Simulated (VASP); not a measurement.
# FePt (P4/mmm) in VASP: notebook

The runs below take FePt through single point, relaxation of cell and atoms, with PBE, PBE+D3(BJ), PBEsol+D3(BJ).

All numbers are computed with VASP 6.6.1; they aren't measurements. Logs are shortened: lines on timing, memory, paths and dates and some standing lists are left out, and cuts for length are marked.

### Step 1. The cell of the first run

It takes space group P4/mmm (No. 123, tetragonal). Conventional cell: a = 2.724 Å, b = 2.724 Å, c = 3.720 Å, α = 90.00°, β = 90.00°, γ = 90.00°. Pt (site symmetry 4/mmm) has 8 Fe at 2.68 Å and 4 Pt at 2.72 Å within 3.5 Å. Fe (site symmetry 4/mmm) has 8 Pt at 2.68 Å and 4 Fe at 2.72 Å within 3.5 Å.

### Step 2. Single point, PBE, collinear spin, ferromagnetic start

INCAR

```
SYSTEM = FePt
PREC = Accurate
ENCUT = 520
EDIFF = 1E-7
ISMEAR = 0
SIGMA = 0.023
LREAL = .False.
LASPH = .True.
NELM = 150
ALGO = Fast
ISIF = 2
LWAVE = .False.
LCHARG = .False.
ISPIN = 2
MAGMOM = 0 3
LORBIT = 11
LMAXMIX = 4
GGA = PE
NBANDS = 20
```

KPOINTS

```
Automatic mesh
0
Gamma
  10 10 7
  0 0 0
```

POSCAR

```
FePt
1.0
    2.7235000000      0.0000000000      0.0000000000
    0.0000000000      2.7235000000      0.0000000000
    0.0000000000      0.0000000000      3.7200000000
Pt Fe
1 1
Direct
    0.5000000000      0.5000000000      0.5000000000
    0.0000000000      0.0000000000      0.0000000000
```

Potentials or basis: VASP PAW PBE potentials, release 64 (Pt, Fe).

Launch:

```console
$ cat potpaw_PBE.64/Pt/POTCAR potpaw_PBE.64/Fe/POTCAR > POTCAR
$ mpirun -np 1 vasp_std > vasp.out
```

OUTCAR:

```text
SYSTEM = FePt
   PREC = Accurate
   ENCUT = 520
   EDIFF = 1E-7
   ISMEAR = 0
   LREAL = .False.
   LASPH = .True.
   NELM = 150
   ISIF = 2
   ISPIN = 2
   LORBIT = 11
   GGA = PE

 ion  position               nearest neighbor table
   1  0.500  0.500  0.500-   2 2.68   2 2.68   2 2.68   2 2.68   2 2.68   2 2.68   2 2.68   2 2.68

   2  0.000  0.000  0.000-   1 2.68   1 2.68   1 2.68   1 2.68   1 2.68   1 2.68   1 2.68   1 2.68

  LATTYP: Found a simple tetragonal cell.
 ALAT       =     2.7235000000
 C/A-ratio  =     1.3658894804

  Lattice vectors:

 A1 = (   2.7235000000,   0.0000000000,   0.0000000000)
 A2 = (   0.0000000000,   2.7235000000,   0.0000000000)
 A3 = (   0.0000000000,   0.0000000000,   3.7200000000)

Analysis of symmetry for initial positions (statically):
=====================================================================
 Subroutine PRICEL returns:
 Original cell was already a primitive cell.

 Routine SETGRP: Setting up the symmetry group for a
 simple tetragonal supercell.

 Subroutine GETGRP returns: Found 16 space group operations
 (whereof 16 operations were pure point group operations)
 out of a pool of 16 trial point group operations.

The static configuration has the point symmetry D_4h.

Analysis of symmetry for dynamics (positions and initial velocities):
=====================================================================
 Subroutine PRICEL returns:
 Original cell was already a primitive cell.

 Routine SETGRP: Setting up the symmetry group for a
 simple tetragonal supercell.

 Subroutine GETGRP returns: Found 16 space group operations
 (whereof 16 operations were pure point group operations)
 out of a pool of 16 trial point group operations.

The dynamic configuration has the point symmetry D_4h.

Analysis of structural, dynamic, and magnetic symmetry:
=====================================================================
 Subroutine PRICEL returns:
 Original cell was already a primitive cell.

 Routine SETGRP: Setting up the symmetry group for a
 simple tetragonal supercell.

 Subroutine GETGRP returns: Found 16 space group operations
 (whereof 16 operations were pure point group operations)
 out of a pool of 16 trial point group operations.

The overall configuration has the point symmetry D_4h.

 Subroutine INISYM returns: Found 16 space group operations
 (whereof 16 operations are pure point group operations),
 and found     1 'primitive' translations

----------------------------------------------------------------------------------------

                                     Primitive cell

  volume of cell :      27.5929

  direct lattice vectors                    reciprocal lattice vectors
     2.723500000  0.000000000  0.000000000     0.367174592  0.000000000  0.000000000
     0.000000000  2.723500000  0.000000000     0.000000000  0.367174592  0.000000000
     0.000000000  0.000000000  3.720000000     0.000000000  0.000000000  0.268817204

  length of vectors
     2.723500000  2.723500000  3.720000000     0.367174592  0.367174592  0.268817204

  position of ions in fractional coordinates (direct lattice)
     0.500000000  0.500000000  0.500000000
     0.000000000  0.000000000  0.000000000

  ion indices of the primitive-cell ions
   primitive index   ion index
                 1           1
                 2           2

----------------------------------------------------------------------------------------

 KPOINTS: Automatic mesh

Automatic generation of k-mesh.
 Grid dimensions read from file:
 generate k-points for:   10   10    7

 Generating k-lattice:

  Cartesian coordinates                     Fractional coordinates (reciprocal lattice)
     0.036717459  0.000000000  0.000000000     0.100000000  0.000000000  0.000000000
     0.000000000  0.036717459  0.000000000     0.000000000  0.100000000  0.000000000
     0.000000000  0.000000000  0.038402458     0.000000000  0.000000000  0.142857143

  Length of vectors
     0.036717459  0.036717459  0.038402458

  Shift w.r.t. Gamma in fractional coordinates (k-lattice)
     0.000000000  0.000000000  0.000000000

 Subroutine IBZKPT returns following result:
 ===========================================

 Found     84 irreducible k-points:

 Following reciprocal coordinates:
            Coordinates               Weight
  0.000000  0.000000  0.000000      1.000000
  0.100000  0.000000  0.000000      4.000000
  0.200000  0.000000  0.000000      4.000000
  0.300000  0.000000  0.000000      4.000000
  0.400000  0.000000  0.000000      4.000000
  0.500000  0.000000  0.000000      2.000000
[... 16 lines left out ...]
  0.100000  0.000000  0.142857      8.000000
  0.200000  0.000000  0.142857      8.000000
 [... further k-points ...]
   k-points           NKPTS =     84   k-points in BZ     NKDIM =     84   number of bands    NBANDS=     20
   number of dos      NEDOS =    301   number of ions     NIONS =      2
   total plane-waves  NPLWV =  11200
   dimension x,y,z NGX =    20 NGY =   20 NGZ =   28
   dimension x,y,z NGXF=    40 NGYF=   40 NGZF=   56
   ions per type =               1   1
   NGX,Y,Z   is equivalent  to a cutoff of  12.21, 12.21, 12.51 a.u.
   NGXF,Y,Z  is equivalent  to a cutoff of  24.42, 24.42, 25.03 a.u.
 SYSTEM =  FePt
   PREC   = accura    normal or accurate (medium, high low for compatibility)
   ISTART =      0    job   : 0-new  1-cont  2-samecut
   ICHARG =      2    charge: 1-file 2-atom 10-const
   ISPIN  =      2    spin polarized calculation?
   LNONCOLLINEAR =      F non collinear calculations
   LSORBIT =      F    spin-orbit coupling
   LASPH  =      T    aspherical Exc in radial PAW
   ENCUT  =  520.0 eV  38.22 Ry    6.18 a.u.   5.06  5.06  6.92*2*pi/ulx,y,z
   NELM   =    150;   NELMIN=  2; NELMDL= -5     # of ELM steps
   EDIFF  = 0.1E-06   stopping-criterion for ELM
   LREAL  =      F    real-space projection
   EDIFFG = 0.1E-05   stopping-criterion for IOM
   NSW    =      0    number of steps for IOM
   IBRION =     -1    ionic relax: 0-MD 1-quasi-New 2-CG
   NFREE  =      0    steps in history (QN), initial steepest desc. (CG)
   ISIF   =      2    stress and relaxation
   ISYM   =      2    0-nonsym 1-usesym 2-fastsym
   POTIM  = 0.5000    time-step for ionic-motion
   TEBEG  =    0.0;   TEEND  =   0.0 temperature during run
   PSTRESS=    0.0 pullay stress
   NELECT =      18.0000    total number of electrons
   NUPDOWN=      -1.0000    fix difference up-down
   EMIN   =  10.00;   EMAX   =-10.00  energy-range for DOS
   EFERMI =   0.00;   METHOD = LEGACY
   ISMEAR =     0;   SIGMA  =   0.02  broadening in eV -4-tet -1-fermi 0-gaus
   EFERMI_NEDOS =   21; number of points for ismear=-14 and -15
   IALGO  =     68    algorithm
   IMIX   =      4    mixing-type and parameters
     AMIX     =   0.40;   BMIX     =  1.00
     AMIX_MAG =   1.60;   BMIX_MAG =  1.00
  volume/ion in A,a.u.               =      13.80        93.10
  Fermi-wavevector in a.u.,A,eV,Ry     =   1.419819  2.683070 27.427809  2.015887
  Thomas-Fermi vector in A             =   2.540800
   LORBIT       =     11    0 simple, 1 ext, 2 COOP (PROOUT), +10 PAW based schemes
   GGA     = PE    functional components
   LHFCALC =     F    Hartree Fock is set to
   AEXX    =    0.0000 exact exchange contribution
   IVDW    =     0    specifies the selected vdW correction
   LEPSILON=     F    determine dielectric tensor
   LRPA    =     F    only Hartree local field effects (RPA)
 spin polarized calculation
 RMM-DIIS sequential band-by-band and
 Gauss-broadening in eV      SIGMA  =   0.02
  energy-cutoff  :      520.00
  volume of cell :       27.59
 maximum number of plane-waves:       758
   NGX = 11   NGY = 11   NGZ = 13

 number of electron      17.9999997 magnetization       3.2609555

 Free energy of the ion-electron system (eV)
  ---------------------------------------------------
  ext. energy  EPLUGINS =         0.00000000
  ---------------------------------------------------
  free energy    TOTEN  =       -14.80063840 eV

  energy without entropy =      -14.80010137  energy(sigma->0) =      -14.80036989

 E-fermi :   8.7426     XC(G=0): -13.0584

 val. band max:        8.7387727019   @ k =   0.4000   0.4000   0.2857
 cond. band min:       8.7602467543   @ k =   0.5000   0.4000   0.2857
 fundamental gap:      0.0214740524
 Fermi energy:         8.7426048320

 spin component 1

 k-point     1 :       0.0000    0.0000    0.0000
  band No.  band energies     occupation
      1      -0.8868      1.00000
      2       2.3451      1.00000
      3       2.5268      1.00000
      4       5.2606      1.00000
      5       5.2606      1.00000
      6       5.7787      1.00000
[... 12 lines left out ...]
     19      30.2309      0.00000
     20      30.2312      0.00000
[... 507 lines left out ...]
 k-point    24 :       0.2000    0.0000    0.1429
  band No.  band energies     occupation
      1       0.3119      1.00000
      2       2.8693      1.00000
      3       3.3589      1.00000
      4       4.8792      1.00000
      5       5.5160      1.00000
      6       5.8997      1.00000
[... 12 lines left out ...]
     19      31.7054      0.00000
     20      31.9355      0.00000

 [... further k-points ...]

 spin component 2

 k-point     1 :       0.0000    0.0000    0.0000
  band No.  band energies     occupation
      1      -0.7556      1.00000
      2       2.9178      1.00000
      3       2.9235      1.00000
      4       6.3288      1.00000
      5       6.3288      1.00000
      6       7.9097      1.00000
[... 12 lines left out ...]
     19      30.3325      0.00000
     20      30.3326      0.00000
[... 507 lines left out ...]
 k-point    24 :       0.2000    0.0000    0.1429
  band No.  band energies     occupation
      1       0.4521      1.00000
      2       3.3235      1.00000
      3       3.8785      1.00000
      4       5.4229      1.00000
      5       6.5770      1.00000
      6       7.3182      1.00000
[... 12 lines left out ...]
     19      31.9161      0.00000
     20      32.2210      0.00000

 [... further k-points ...]

------------------------ aborting loop because EDIFF is reached ----------------------------------------

  FORCE on cell =-STRESS in cart. coord.  units (eV):
  Direction    XX          YY          ZZ          XY          YZ          ZX
  --------------------------------------------------------------------------------------
  -------------------------------------------------------------------------------------
  Total        0.4625401      0.4625401      0.5542883      0.0000000     -0.0000000     -0.0000000
  in kB       26.8572945     26.8572945     32.1846379      0.0000000     -0.0000000     -0.0000000
  external PRESSURE =      28.6330756 kB  Pullay stress =       0.0000000 kB

 VOLUME and BASIS-vectors are now :
 -----------------------------------------------------------------------------
  energy-cutoff  :      520.00
  volume of cell :       27.59
      direct lattice vectors                 reciprocal lattice vectors
     2.723500000  0.000000000  0.000000000     0.367174592  0.000000000  0.000000000
     0.000000000  2.723500000  0.000000000     0.000000000  0.367174592  0.000000000
     0.000000000  0.000000000  3.720000000     0.000000000  0.000000000  0.268817204

 POSITION                                       TOTAL-FORCE (eV/Angst)
 -----------------------------------------------------------------------------------
      1.36175      1.36175      1.86000         0.000000      0.000000      0.000000
      0.00000      0.00000      0.00000         0.000000      0.000000      0.000000
 -----------------------------------------------------------------------------------
    total drift:                               -0.000000      0.000000      0.000000

  FREE ENERGIE OF THE ION-ELECTRON SYSTEM (eV)
  ---------------------------------------------------
  free  energy   TOTEN  =       -14.8006383979 eV

  energy  without entropy=      -14.8001013736  energy(sigma->0) =      -14.80036989

 total charge

# of ion       s       p       d       tot
------------------------------------------
    1        0.714   0.667   8.054   9.435
    2        0.409   0.453   6.125   6.987
--------------------------------------------------
tot          1.123   1.119  14.179  16.422

 magnetization (x)

# of ion       s       p       d       tot
------------------------------------------
    1       -0.026  -0.068   0.422   0.327
    2        0.004  -0.008   2.915   2.911
--------------------------------------------------
tot         -0.022  -0.076   3.337   3.239
```

Wall time 2 min (1 thread of Oxide Virtual Turin-like, shared host); peak memory 0.16 GiB.

What came out:

| Property | Result |
| --- | --- |
| Free energy | -14.8006 eV |
| Pressure | 2.9 GPa |
| Net moment | 3.26 μB per cell |
| Site moments | Pt +0.33; Fe +2.91 μB |
| Valence electrons inside the program's atomic spheres | Pt 9.44; Fe 6.99 |

Caveat: spin-orbit coupling is left out, which moves the levels of the heavy elements.

### Step 3. Relaxation of cell and atoms, PBE+D3(BJ), collinear spin, ferromagnetic start

INCAR

```
SYSTEM = FePt
ALGO     = Normal         ! electronic algorithm
EDIFF    = 1E-7           ! SCF threshold, eV
EDIFFG   = -0.005         ! ionic threshold
ENCUT    = 600            ! plane-wave cutoff, eV
GGA      = PE             ! functional
IBRION   = 2              ! ionic algorithm
ISIF     = 3              ! what is computed and relaxed
ISMEAR   = -1             ! smearing method
ISPIN    = 2              ! spin polarisation
IVDW     = 12             ! dispersion correction
LASPH    = .True.         ! aspherical terms in the spheres
LCHARG   = .False.        ! write CHGCAR
LMAXMIX  = 4              ! l up to which the mixer works
LORBIT   = 11             ! projections on sites
LREAL    = .False.        ! projectors in reciprocal space
LWAVE    = .False.        ! write WAVECAR
MAGMOM   = 0 3            ! initial moments
NELM     = 150            ! most SCF steps
NSW      = 80             ! ionic steps
PREC     = Accurate       ! precision mode
SIGMA    = 0.05           ! smearing width, eV
```

KPOINTS

```
k-points
0
Gamma
  10 10 7
  0 0 0
```

POSCAR is that of step 2.

Potentials or basis: VASP PAW PBE potentials, release 64 (Pt, Fe).

Launch:

```console
$ cat potpaw_PBE.64/Pt/POTCAR potpaw_PBE.64/Fe/POTCAR > POTCAR
$ mpirun -np 1 vasp_std > vasp.out
```

It took 7 min on 1 thread of Oxide Virtual Turin-like, shared host; peak memory 0.2 GiB.

It converged, with:

```
Free energy                                           : -15.8837 eV
Relaxed volume                                        : 13.57 Å³/atom
Relaxed cell                                          : a = 2.706 Å, b = 2.706 Å, c = 3.708 Å, α = 90.00°, β = 90.00°, γ = 90.00°
Space group after relaxing (to 0.1 Å)                 : P4/mmm (No. 123)
Energy gained by relaxing                             : 2.6 meV/atom
Ionic steps                                           : 7
Pressure after relaxing                               : 0.0 GPa
Net moment                                            : 3.24 μB per cell
Site moments                                          : Pt +0.33; Fe +2.89 μB
Valence electrons inside the program's atomic spheres : Pt 9.48; Fe 7.02
Dispersion energy per atom                            : -0.545 eV
```

Step by step:
| step | energy change (eV) | largest force (eV/Å) | pressure (GPa) | volume (Å³) |
| --- | --- | --- | --- | --- |
| 1 | 0.0000 | 0.0000 | -3.49 | 27.59 |
| 2 | 0.0097 | 0.0000 | 6.68 | 26.41 |
| 3 | -0.0050 | 0.0000 | 0.00 | 27.15 |
| 4 | -0.0050 | 0.0000 | 0.12 | 27.14 |
| 5 | -0.0051 | 0.0000 | -0.20 | 27.17 |
| 6 | -0.0051 | 0.0000 | -0.14 | 27.16 |
| 7 | -0.0051 | 0.0000 | 0.03 | 27.14 |

Final structure:
```yaml
crystal:
  lattice:
    - [2.70554, 0.00000, 0.00000]
    - [0.00000, 2.70554, 0.00000]
    - [0.00000, 0.00000, 3.70808]
  atoms:
    - { symbol: Pt, position: [0.50000, 0.50000, 0.50000] }
    - { symbol: Fe, position: [0.00000, 0.00000, 0.00000] }
```

Levels at points of the mesh, in eV from the Fermi level:
Spin up:
```
           k point  band 9  band 10  band 11  band 12  band 13  band 14
(0.00, 0.00, 0.00)   -0.52    -0.37    -0.37     2.23     9.88    11.80
(0.50, 0.00, 0.00)   -2.14    -1.66     0.19     2.10    10.51    10.64
(0.50, 0.50, 0.00)   -0.46     0.59     1.62     1.62     7.78    10.25
```
Spin down:
```tsv
k point	band 6	band 7	band 8	band 9	band 10	band 11
(0.00, 0.00, 0.00)	-0.86	-0.77	0.56	1.68	1.68	1.70
(0.50, 0.00, 0.00)	-1.41	-1.26	-0.95	0.51	0.68	2.44
(0.50, 0.50, 0.00)	1.26	1.65	1.74	1.75	1.75	1.76
```

Caveat: spin-orbit coupling is left out, which moves the levels of the heavy elements.

(Continued in part 2 of 2.)
